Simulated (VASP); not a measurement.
Here is a VASP 6.6.1 calculation.

File POSCAR:

```
InSe
1.0
    2.0000000000      1.1547005384      8.4400000000
   -2.0000000000      1.1547005384      8.4400000000
    0.0000000000     -2.3094010768      8.4400000000
In Se
2 2
Direct
    0.8886000000      0.8886000000      0.8886000000
    0.0000000000      0.0000000000      0.0000000000
    0.1719000000      0.1719000000      0.1719000000
    0.3835000000      0.3835000000      0.3835000000
```

File INCAR.step1:

```
SYSTEM = InSe
PREC = Accurate ; ENCUT = 520
EDIFF = 1E-5 ; ISMEAR = -1
SIGMA = 0.05 ; LREAL = .False.
LASPH = .True. ; NELM = 100
ALGO = Normal ; ISIF = 2
LWAVE = .True. ; LCHARG = .False.
NBANDS = 27 ; GGA = PE
LUSENCCL = .False.
```

The input INCAR.step2:

```
SYSTEM = InSe
PREC = Accurate ; ENCUT = 520
EDIFF = 1E-6 ; ISMEAR = -1
SIGMA = 0.05 ; LREAL = .False.
LASPH = .True. ; NELM = 100
ALGO = Normal ; ISIF = 2
LWAVE = .False. ; LCHARG = .False.
GGA = PS ; LHFCALC = .True.
AEXX = 0.25 ; HFSCREEN = 0.207
PRECFOCK = Normal ; NBANDS = 27
ISTART = 1 ; LUSENCCL = .False.
```

KPOINTS

```
regular mesh
0
Gamma
  4 4 4
  0 0 0
```

Potentials or basis: VASP PAW PBE potentials, release 64 (In_d, Se).

The run is started by

```bash
$ cat potpaw_PBE.64/In_d/POTCAR potpaw_PBE.64/Se/POTCAR > POTCAR
$ cp INCAR.step1 INCAR
$ mpirun -np 1 vasp_std > vasp.out
$ cp INCAR.step2 INCAR
$ mpirun -np 1 vasp_std > vasp.out
```

**Question.** Estimate the band gap on the k mesh.

**Answer.** 1.06 eV.

**Question.** Predict the pressure.

**Answer.** -0.7 GPa.

Forces on the atoms (eV/Å):
```
In   0.000  0.000  0.132
In   0.000  0.000 -0.112
Se   0.000  0.000  0.158
Se   0.000  0.000 -0.178
```

Caveat: the k points lie up to 0.46 Å⁻¹ apart; the PAW data sets were made with another functional, which shifts forces and pressure a little; spin-orbit coupling is left out, which moves the levels of the heavy elements. A k mesh can miss the band edges.
